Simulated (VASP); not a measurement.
Here is a VASP 6.6.1 calculation.

INCAR

```
SYSTEM = Ba2C
PREC = Accurate
ENCUT = 1300
EDIFF = 1E-6
ISMEAR = -1
SIGMA = 0.02
LREAL = .False.
LASPH = .True.
NELM = 120
ALGO = Normal
ISIF = 2
LWAVE = .False.
LCHARG = .True.
GGA = PE
LELF = .True.
LVHAR = .True.
NBANDS = 19
GGA_COMPAT = .False.
```

KPOINTS

```
regular mesh
0
Gamma
  6 6 6
  0 0 0
```

Contents of POSCAR:

```
Ba2C
1.0
    0.0000000000      3.5515068259      3.5515068259
    3.5515068259      0.0000000000      3.5515068259
    3.5515068259      3.5515068259      0.0000000000
C Ba
1 2
Direct
    0.0000000000      0.0000000000      0.0000000000
    0.2500000000      0.2500000000      0.2500000000
    0.7500000000      0.7500000000      0.7500000000
```

Potentials or basis: VASP PAW PBE potentials, release 64 (C_h, Ba_sv).

Launch:

```console
$ cat potpaw_PBE.64/C_h/POTCAR potpaw_PBE.64/Ba_sv/POTCAR > POTCAR
$ mpirun -np 1 vasp_std > vasp.out
```

(1) Predict the band gap on the k mesh.

(2) Predict the pressure.

## Answers

(1) zero (bands 12 and 13 overlap by 0.10 eV).

(2) 0.2 GPa.

Caveat: the structure was generated, so it needn't be the stable form of Ba2C; spin-orbit coupling is left out, which moves the levels of the heavy elements.
